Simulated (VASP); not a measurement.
Wanted: the native input for a VASP 6.6.1 run.

| Item | Value |
| --- | --- |
| Task | relaxation of cell and atoms |
| Functional | PBE |
| Potentials or basis | VASP PAW PBE potentials, release 64 (Os, Au) |
| Cutoff | 600 eV |
| k mesh | 12 × 12 × 18 |
| Occupations | gaussian, width 0.1 eV |
| Spin | no spin polarisation |
| Dipole correction | no |
| Further INCAR settings | ALGO = Fast; EDIFF = 1e-06; IBRION = 2; EDIFFG = -0.01; NSW = 100; ISIF = 3 |

The structure of OsAu2 lies in POSCAR:

```
OsAu2
1.0
    4.6755798143      0.0000000000      0.0000000000
   -2.3377899071      4.0491708966      0.0000000000
    0.0000000000      0.0000000000      2.6759376526
Os Au
1 2
Direct
    0.0000000000      0.0000000000      0.0000000000
    0.3333333333      0.6666666667      0.5000000000
    0.6666666667      0.3333333333      0.5000000000
```

These files were run (other wordings do the same):

INCAR

```
SYSTEM = OsAu2
  PREC = Accurate
  ENCUT = 600
  EDIFF = 1E-6
  ISMEAR = 0
  SIGMA = 0.1
  LREAL = .False.
  LASPH = .True.
  NELM = 100
  ALGO = Fast
  ISIF = 3
  LWAVE = .False.
  LCHARG = .False.
  GGA = PE
  IBRION = 2
  NSW = 100
  EDIFFG = -0.01
```

KPOINTS

```
regular mesh
0
Gamma
  12 12 18
  0 0 0
```

Potentials or basis: VASP PAW PBE potentials, release 64 (Os, Au).

Launch:

```bash
$ cat potpaw_PBE.64/Os/POTCAR potpaw_PBE.64/Au/POTCAR > POTCAR
$ mpirun -np 1 vasp_std > vasp.out
```

Results of the run:

```json
{
  "Relaxed volume": "16.88 Å³/atom",
  "Relaxed cell": "a = 4.695 Å, b = 4.695 Å, c = 2.652 Å, α = 90.00°, β = 90.00°, γ = 120.00°",
  "Space group after relaxing (to 0.1 Å)": "P6/mmm (No. 191)",
  "Energy gained by relaxing": "2.2 meV/atom",
  "Ionic steps": "5",
  "Pressure after relaxing": "0.0 GPa",
  "Band gap on the k mesh": "zero (bands 15 and 16 overlap by 1.49 eV)"
}
```

Caveat: spin-orbit coupling is left out, which moves the levels of the heavy elements.

Wall time 18 min on 1 thread of Intel Xeon 8259CL (shared host), peak memory 0.38 GiB.
